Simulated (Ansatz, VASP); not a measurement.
# Two plane-wave programs on Br

File INCAR:

```
  PREC = Accurate
  ENCUT = 600
  EDIFF = 1E-7
  ISMEAR = 0
  SIGMA = 0.1
  LREAL = False
  LASPH = True
  NELM = 100
  ALGO = Normal
  ISIF = 3
  LWAVE = False
  LCHARG = False
  GGA = PE
  IBRION = 2
  NSW = 100
  EDIFFG = -0.01
```

File KPOINTS:

```
regular mesh
0
Gamma
  9 9 18
```

POSCAR

```
Br
1.0
    7.6912807130      0.0000000000      0.0000000000
   -3.8456403565      6.6608444851      0.0000000000
    0.0000000000      0.0000000000      2.5762877829
Br
3
Direct
    0.0000000000      0.5487749386      0.5000000000
    0.4512250614      0.4512250614      0.5000000000
    0.5487749386      0.0000000000      0.5000000000
```

Input for Ansatz:

```yaml
crystal:
  lattice:
    - [7.691280713, 0.0, 0.0]
    - [-3.8456403565, 6.6608444851, 0.0]
    - [0.0, 0.0, 2.5762877829]
  atoms:
    - { symbol: Br, position: [0.0, 0.5487749386, 0.5] }
    - { symbol: Br, position: [0.4512250614, 0.4512250614, 0.5] }
    - { symbol: Br, position: [0.5487749386, 0.0, 0.5] }
basis:
  ecutwfc: 420
kpoints:
  mp_grid: { grid: [9, 9, 18] }
hamiltonian:
  xc: pbe
scf:
  occupations: { method: gaussian, width: 0.1 }
output:
  forces: true
  stress: true
  eigenvalues: true
relax:
  adjacent_minimum: "off"
  f_tol: 0.01
  max_steps: 80
  cell: { stress_tol: 0.05 }
```

Alike in both runs: task relaxation of cell and atoms; functional PBE; k mesh 9 × 9 × 18; occupations gaussian, width 0.1 eV; no spin polarisation.

|  | VASP | Ansatz |
| --- | --- | --- |
| version | VASP 6.6.1 | Ansatz 0.2.0 |
| potentials or method | VASP PAW PBE potentials, release 64 (Br), cutoff 600 eV | scalar-relativistic, plane waves, PAW |
| valence electrons in the cell | 21 | 21 |

|  | VASP | Ansatz | Ansatz less VASP |
| --- | --- | --- | --- |
| gap on the k mesh at the Fermi level, each at its own relaxed structure (eV) | none | none | - |
| relaxed volume (Å³/atom) | 43.99 | 43.99 | 0.000 |
| relaxed length of the cell vector where the two differ most in proportion (Å) | 2.576 | 2.576 | 0.0000 |

A gap of «none» marks a metal or a gap that the smearing closes.

Noted on VASP's run: the relaxation stopped at its first step, so nothing moved.
